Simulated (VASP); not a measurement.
ScZn: single point with LDA

ScZn:

```
CELL_PARAMETERS angstrom
3.22362 0.00000 0.00000
0.00000 3.22362 0.00000
0.00000 0.00000 3.22362
ATOMIC_POSITIONS crystal
Sc 0.00000 0.00000 0.00000
Zn 0.50000 0.50000 0.50000
```

```
Program             : VASP 6.6.1
Task                : single point
Functional          : LDA
Potentials or basis : VASP PAW LDA potentials, release 64 (Sc_sv, Zn)
Cutoff              : 520 eV
k mesh              : 14 × 14 × 14
Occupations         : fermi-dirac, width 0.15 eV
Spin                : no spin polarisation
```

```
Pressure : 3.4 GPa
```

Levels at points of the mesh, in eV from the Fermi level:
```csv
k point,band 9,band 10,band 11,band 12,band 13,band 14,band 15,band 16
"(0.00, 0.00, 0.00)",-7.12,-7.12,0.08,0.08,3.33,3.33,3.33,5.95
"(0.50, 0.00, 0.00)",-7.09,-4.47,-3.80,0.35,1.32,1.32,3.35,4.47
"(0.50, 0.50, 0.00)",-6.91,-3.77,-0.49,-0.49,0.37,2.41,2.41,4.16
"(0.50, 0.50, 0.50)",-6.90,-1.94,-1.94,-1.94,1.13,4.24,4.24,5.74
```

Wall time 28 s on 1 thread of Intel(R) Xeon(R) Platinum 8488C (Sapphire Rapids), with other jobs on the host, peak memory 0.18 GiB.
